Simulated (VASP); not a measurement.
# GaSb (F-43m) in VASP: notebook

GaSb is run at these levels: PBE; tasks: single point.

Everything below comes from runs of VASP 6.6.1. Logs are shortened: lines on timing, memory, paths and dates and some standing lists are left out, and cuts for length are marked.

## (1) The cell of the first run

It takes space group F-43m (No. 216, cubic). Conventional cell: a = 6.151 Å, b = 6.151 Å, c = 6.151 Å, α = 90.00°, β = 90.00°, γ = 90.00°. Ga (site symmetry -43m) has 4 Sb at 2.66 Å within 3.5 Å. Sb (site symmetry -43m) has 4 Ga at 2.66 Å within 3.5 Å.

## (2) Single point, PBE (volume scaled by 0.97)

Contents of INCAR:

```
PREC     = Accurate       # precision mode
ENCUT    = 520            # plane-wave cutoff, eV
EDIFF    = 1E-6           # SCF threshold, eV
ISMEAR   = 0              # smearing method
SIGMA    = 0.1            # smearing width, eV
LREAL    = False          # projectors in reciprocal space
LASPH    = True           # aspherical terms in the spheres
NELM     = 80             # most SCF steps
ALGO     = Normal         # electronic algorithm
ISIF     = 2              # what is computed and relaxed
LWAVE    = False          # write WAVECAR
LCHARG   = False          # write CHGCAR
GGA      = PE             # functional
NBANDS   = 16             # bands
```

Contents of KPOINTS:

```
Automatic mesh
0
Gamma
  12 12 12
```

Contents of POSCAR:

```
GaSb
1.0
    0.0000000000      3.0755354517      3.0755354517
    3.0755354517      0.0000000000      3.0755354517
    3.0755354517      3.0755354517      0.0000000000
Ga Sb
1 1
Direct
    0.0000000000      0.0000000000      0.0000000000
    0.2500000000      0.2500000000      0.2500000000
```

Potentials or basis: VASP PAW PBE potentials, release 64 (Ga_d, Sb).

Started as:

```console
$ cat potpaw_PBE.64/Ga_d/POTCAR potpaw_PBE.64/Sb/POTCAR > POTCAR
$ mpirun -np 1 vasp_std > vasp.out
```

OUTCAR:

```text
PREC = Accurate
   ENCUT = 520
   EDIFF = 1E-6
   ISMEAR = 0
   LREAL = False
   LASPH = True
   NELM = 80
   ISIF = 2
   GGA = PE

 ion  position               nearest neighbor table
   1  0.000  0.000  0.000-   2 2.66   2 2.66   2 2.66   2 2.66
   2  0.250  0.250  0.250-   1 2.66   1 2.66   1 2.66   1 2.66

  LATTYP: Found a face centered cubic cell.
 ALAT       =     6.1510709034

  Lattice vectors:

 A1 = (   0.0000000000,   3.0755354517,   3.0755354517)
 A2 = (   3.0755354517,   0.0000000000,   3.0755354517)
 A3 = (   3.0755354517,   3.0755354517,   0.0000000000)

Analysis of symmetry for initial positions (statically):
=====================================================================
 Subroutine PRICEL returns:
 Original cell was already a primitive cell.

 Routine SETGRP: Setting up the symmetry group for a
 face centered cubic supercell.

 Subroutine GETGRP returns: Found 24 space group operations
 (whereof 24 operations were pure point group operations)
 out of a pool of 48 trial point group operations.

The static configuration has the point symmetry T_d .

Analysis of symmetry for dynamics (positions and initial velocities):
=====================================================================
 Subroutine PRICEL returns:
 Original cell was already a primitive cell.

 Routine SETGRP: Setting up the symmetry group for a
 face centered cubic supercell.

 Subroutine GETGRP returns: Found 24 space group operations
 (whereof 24 operations were pure point group operations)
 out of a pool of 48 trial point group operations.

The dynamic configuration has the point symmetry T_d .

 Subroutine INISYM returns: Found 24 space group operations
 (whereof 24 operations are pure point group operations),
 and found     1 'primitive' translations

----------------------------------------------------------------------------------------

                                     Primitive cell

  volume of cell :      58.1825

  direct lattice vectors                    reciprocal lattice vectors
     0.000000000  3.075535452  3.075535452    -0.162573317  0.162573317  0.162573317
     3.075535452  0.000000000  3.075535452     0.162573317 -0.162573317  0.162573317
     3.075535452  3.075535452  0.000000000     0.162573317  0.162573317 -0.162573317

  length of vectors
     4.349463947  4.349463947  4.349463947     0.281585245  0.281585245  0.281585245

  position of ions in fractional coordinates (direct lattice)
     0.000000000  0.000000000  0.000000000
     0.250000000  0.250000000  0.250000000

  ion indices of the primitive-cell ions
   primitive index   ion index
                 1           1
                 2           2

----------------------------------------------------------------------------------------

 KPOINTS: Automatic mesh

Automatic generation of k-mesh.
 Grid dimensions read from file:
 generate k-points for:   12   12   12

 Generating k-lattice:

  Cartesian coordinates                     Fractional coordinates (reciprocal lattice)
    -0.013547776  0.013547776  0.013547776     0.083333333  0.000000000  0.000000000
     0.013547776 -0.013547776  0.013547776     0.000000000  0.083333333  0.000000000
     0.013547776  0.013547776 -0.013547776     0.000000000  0.000000000  0.083333333

  Length of vectors
     0.023465437  0.023465437  0.023465437

  Shift w.r.t. Gamma in fractional coordinates (k-lattice)
     0.000000000  0.000000000  0.000000000

 Subroutine IBZKPT returns following result:
 ===========================================

 Found     72 irreducible k-points:

 Following reciprocal coordinates:
            Coordinates               Weight
  0.000000  0.000000  0.000000      1.000000
  0.083333  0.000000  0.000000      8.000000
  0.166667  0.000000  0.000000      8.000000
  0.250000  0.000000  0.000000      8.000000
  0.333333  0.000000  0.000000      8.000000
  0.416667  0.000000  0.000000      8.000000
[... 16 lines left out ...]
  0.500000  0.166667  0.000000     24.000000
 -0.416667  0.166667  0.000000     24.000000
 [... further k-points ...]
   k-points           NKPTS =     72   k-points in BZ     NKDIM =     72   number of bands    NBANDS=     16
   number of dos      NEDOS =    301   number of ions     NIONS =      2
   total plane-waves  NPLWV =  32768
   dimension x,y,z NGX =    32 NGY =   32 NGZ =   32
   dimension x,y,z NGXF=    64 NGYF=   64 NGZF=   64
   ions per type =               1   1
   NGX,Y,Z   is equivalent  to a cutoff of  12.23, 12.23, 12.23 a.u.
   NGXF,Y,Z  is equivalent  to a cutoff of  24.46, 24.46, 24.46 a.u.
 SYSTEM =  unknown system
   PREC   = accura    normal or accurate (medium, high low for compatibility)
   ISTART =      0    job   : 0-new  1-cont  2-samecut
   ICHARG =      2    charge: 1-file 2-atom 10-const
   ISPIN  =      1    spin polarized calculation?
   LNONCOLLINEAR =      F non collinear calculations
   LSORBIT =      F    spin-orbit coupling
   LASPH  =      T    aspherical Exc in radial PAW
   ENCUT  =  520.0 eV  38.22 Ry    6.18 a.u.   8.09  8.09  8.09*2*pi/ulx,y,z
   NELM   =     80;   NELMIN=  2; NELMDL= -5     # of ELM steps
   EDIFF  = 0.1E-05   stopping-criterion for ELM
   LREAL  =      F    real-space projection
   EDIFFG = 0.1E-04   stopping-criterion for IOM
   NSW    =      0    number of steps for IOM
   IBRION =     -1    ionic relax: 0-MD 1-quasi-New 2-CG
   NFREE  =      0    steps in history (QN), initial steepest desc. (CG)
   ISIF   =      2    stress and relaxation
   ISYM   =      2    0-nonsym 1-usesym 2-fastsym
   POTIM  = 0.5000    time-step for ionic-motion
   TEBEG  =    0.0;   TEEND  =   0.0 temperature during run
   PSTRESS=    0.0 pullay stress
   NELECT =      18.0000    total number of electrons
   NUPDOWN=      -1.0000    fix difference up-down
   EMIN   =  10.00;   EMAX   =-10.00  energy-range for DOS
   EFERMI =   0.00;   METHOD = LEGACY
   ISMEAR =     0;   SIGMA  =   0.10  broadening in eV -4-tet -1-fermi 0-gaus
   EFERMI_NEDOS =   21; number of points for ismear=-14 and -15
   IALGO  =     38    algorithm
   IMIX   =      4    mixing-type and parameters
     AMIX     =   0.40;   BMIX     =  1.00
     AMIX_MAG =   1.60;   BMIX_MAG =  1.00
  volume/ion in A,a.u.               =      29.09       196.32
  Fermi-wavevector in a.u.,A,eV,Ry     =   1.107223  2.092347 16.679951  1.225942
  Thomas-Fermi vector in A             =   2.243734
   LORBIT       =      0    0 simple, 1 ext, 2 COOP (PROOUT), +10 PAW based schemes
   GGA     = PE    functional components
   LHFCALC =     F    Hartree Fock is set to
   AEXX    =    0.0000 exact exchange contribution
   IVDW    =     0    specifies the selected vdW correction
   LEPSILON=     F    determine dielectric tensor
   LRPA    =     F    only Hartree local field effects (RPA)
 non-spin polarized calculation
 Gauss-broadening in eV      SIGMA  =   0.10
  energy-cutoff  :      520.00
  volume of cell :       58.18
 maximum number of plane-waves:      1592
   NGX = 17   NGY = 17   NGZ = 17

 number of electron      17.9999995 magnetization

 Free energy of the ion-electron system (eV)
  ---------------------------------------------------
  ext. energy  EPLUGINS =         0.00000000
  ---------------------------------------------------
  free energy    TOTEN  =        -7.36427108 eV

  energy without entropy =       -7.36413653  energy(sigma->0) =       -7.36420380

 E-fermi :   4.7537     XC(G=0):  -9.0192

 val. band max:        4.7050056012   @ k =   0.0000   0.0000   0.0000
 cond. band min:       5.0758193895   @ k =   0.5000   0.0000   0.0000
 fundamental gap:      0.3708137882
 Fermi energy:         4.7536782361

 k-point     1 :       0.0000    0.0000    0.0000
  band No.  band energies     occupation
      1     -10.2961      2.00000
      2     -10.2961      2.00000
      3     -10.2961      2.00000
      4     -10.2488      2.00000
      5     -10.2488      2.00000
      6      -6.6599      2.00000
[... 8 lines left out ...]
     15      13.2668      0.00000
     16      13.2668      0.00000

 k-point     2 :       0.0833    0.0000    0.0000
  band No.  band energies     occupation
      1     -10.2979      2.00000
      2     -10.2953      2.00000
      3     -10.2953      2.00000
      4     -10.2489      2.00000
      5     -10.2489      2.00000
      6      -6.5899      2.00000
[... 8 lines left out ...]
     15      12.7667      0.00000
     16      12.7667      0.00000

 k-point     3 :       0.1667    0.0000    0.0000
  band No.  band energies     occupation
      1     -10.3027      2.00000
      2     -10.2932      2.00000
      3     -10.2932      2.00000
      4     -10.2491      2.00000
      5     -10.2491      2.00000
      6      -6.3839      2.00000
[... 8 lines left out ...]
     15      12.2999      0.00000
     16      12.2999      0.00000

 k-point     4 :       0.2500    0.0000    0.0000
  band No.  band energies     occupation
      1     -10.3092      2.00000
      2     -10.2906      2.00000
      3     -10.2906      2.00000
      4     -10.2492      2.00000
      5     -10.2492      2.00000
      6      -6.0575      2.00000
[... 8 lines left out ...]
     15      12.2760      0.00000
     16      12.2760      0.00000
[... 324 lines left out ...]
 k-point    22 :       0.4167    0.1667    0.0000
  band No.  band energies     occupation
      1     -10.3226      2.00000
      2     -10.2846      2.00000
      3     -10.2832      2.00000
      4     -10.2523      2.00000
      5     -10.2474      2.00000
      6      -5.2821      2.00000
[... 8 lines left out ...]
     15      13.8075      0.00000
     16      14.5294      0.00000

 k-point    23 :       0.5000    0.1667    0.0000
  band No.  band energies     occupation
      1     -10.3248      2.00000
      2     -10.2839      2.00000
      3     -10.2825      2.00000
      4     -10.2514      2.00000
      5     -10.2479      2.00000
      6      -4.9444      2.00000
[... 8 lines left out ...]
     15      14.4118      0.00000
     16      14.5905      0.00000

 k-point    24 :      -0.4167    0.1667    0.0000
  band No.  band energies     occupation
      1     -10.3247      2.00000
      2     -10.2838      2.00000
      3     -10.2830      2.00000
      4     -10.2503      2.00000
      5     -10.2489      2.00000
      6      -4.8891      2.00000
[... 8 lines left out ...]
     15      13.3573      0.00000
     16      13.8114      0.00000

 [... further k-points ...]
[... 5 lines left out ...]
  --------------------------------------------------------------------------------------
  -------------------------------------------------------------------------------------
  Total        0.5550644      0.5550644      0.5550644      0.0000000      0.0000000      0.0000000
  in kB       15.2848686     15.2848686     15.2848686      0.0000000      0.0000000      0.0000000
  external PRESSURE =      15.2848686 kB  Pullay stress =       0.0000000 kB

 VOLUME and BASIS-vectors are now :
 -----------------------------------------------------------------------------
  energy-cutoff  :      520.00
  volume of cell :       58.18
      direct lattice vectors                 reciprocal lattice vectors
     0.000000000  3.075535452  3.075535452    -0.162573317  0.162573317  0.162573317
     3.075535452  0.000000000  3.075535452     0.162573317 -0.162573317  0.162573317
     3.075535452  3.075535452  0.000000000     0.162573317  0.162573317 -0.162573317

 POSITION                                       TOTAL-FORCE (eV/Angst)
 -----------------------------------------------------------------------------------
      0.00000      0.00000      0.00000        -0.000000     -0.000000     -0.000000
      1.53777      1.53777      1.53777         0.000000      0.000000      0.000000
 -----------------------------------------------------------------------------------
    total drift:                                0.000002      0.000002      0.000002

  FREE ENERGIE OF THE ION-ELECTRON SYSTEM (eV)
  ---------------------------------------------------
  free  energy   TOTEN  =        -7.3642710789 eV

  energy  without entropy=       -7.3641365287  energy(sigma->0) =       -7.36420380
```

Run time: 59 s. Hardware: 1 thread of Intel Xeon 8259CL, shared host; peak memory 0.22 GiB.

What came out:

```
Free energy            : -7.3643 eV
Pressure               : 1.5 GPa
Band gap on the k mesh : zero (filled and empty bands touch)
```

Caveat: spin-orbit coupling is left out, which moves the levels of the heavy elements.

[end of part 1 of 2]
